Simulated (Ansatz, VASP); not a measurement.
## One calculation of SnO2, two programs

```
Sn O
1.0
     4.82770    0.00000    0.00000
     0.00000    4.82770    0.00000
     0.00000    0.00000    3.23799
Sn O
2 4
Direct
  0.00000 0.00000 0.00000
  0.50000 0.50000 0.50000
  0.31123 0.31123 0.98803
  0.19339 0.80661 0.50000
  0.69339 0.69339 0.00000
  0.80661 0.19339 0.50000
```

Alike in both runs: task single point; functional PBE; k mesh 6 × 6 × 8; occupations gaussian, width 0.05 eV; no spin polarisation.

|  | VASP | Ansatz |
| --- | --- | --- |
| version | VASP 6.6.1 | Ansatz 0.2.0 |
| potentials or method | VASP PAW PBE potentials, release 64 (Sn_d, O), cutoff 520 eV | scalar-relativistic, plane waves, PAW |
| valence electrons in the cell | 52 | 52 |

Ansatz gave:

```
gap on the k mesh at the Fermi level (eV)                     : 0.71
least direct gap on the mesh (eV)                             : 0.71
pressure (GPa)                                                : 0.4
traceless stress, the component that is largest in VASP (GPa) : -0.42
rms of the force components (eV/Å)                            : 0.233
```

Q: Estimate VASP's values.

A: gap on the k mesh at the Fermi level (eV): 0.69; least direct gap on the mesh (eV): 0.69; pressure (GPa): 1.0; traceless stress, the component that is largest in VASP (GPa): -0.44; rms of the force components (eV/Å): 0.240.

Atom by atom the forces differ by 0.010 eV/Å (rms over components). The functional is the same, so the differences come from potentials, cutoffs and numerics.
